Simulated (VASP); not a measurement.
# C: single point with r2SCAN+D3(BJ)

C:

```xyz
4
Lattice="2.4555 0.0000 0.0000 -1.2277 2.1265 0.0000 0.0000 0.0000 6.7304" Properties=species:S:1:pos:R:3 pbc="T T T"
C     0.0000    0.0000    1.6826
C     0.0000    0.0000    5.0478
C     0.0000    1.4177    1.6826
C     1.2277    0.7088    5.0478
```

| Quantity | Value |
| --- | --- |
| Program | VASP 6.6.1 |
| Task | single point |
| Functional | r2SCAN |
| Dispersion | D3(BJ) |
| Potentials or basis | VASP PAW PBE potentials, release 64 (C) |
| Cutoff | 520 eV |
| k mesh | 21 × 21 × 6 |
| Occupations | gaussian, width 0.1 eV |
| Spin | no spin polarisation |
| Dipole correction | no |
| Further INCAR settings | ALGO = Normal; EDIFF = 1e-06; NBANDS = 16 |

The pressure is 0.7 GPa, the band gap on the k mesh is zero (bands 8 and 9 overlap by 0.03 eV) and the dispersion energy per atom is -0.076 eV.

Stress tensor (GPa, compression positive):
```
 1.07  0.00  0.00
 0.00  1.07  0.00
 0.00  0.00 -0.11
```

Levels at points of the mesh, in eV from the Fermi level:
```
           k point  band 4  band 5  band 6  band 7  band 8  band 9  band 10  band 11  band 12  band 13
(0.00, 0.00, 0.00)   -7.04   -3.19   -3.19   -3.18   -3.18    4.42     8.73     8.73     8.79     8.79
(0.00, 0.00, 0.50)   -8.13   -3.19   -3.19   -3.19   -3.19    7.18     7.18     8.76     8.76     8.76
```

It took 7.4 min on 1 thread of Intel Xeon 8259CL (shared host), peak memory 0.21 GiB.

Caveat: the PAW data sets were made with another functional, which shifts forces and pressure a little.
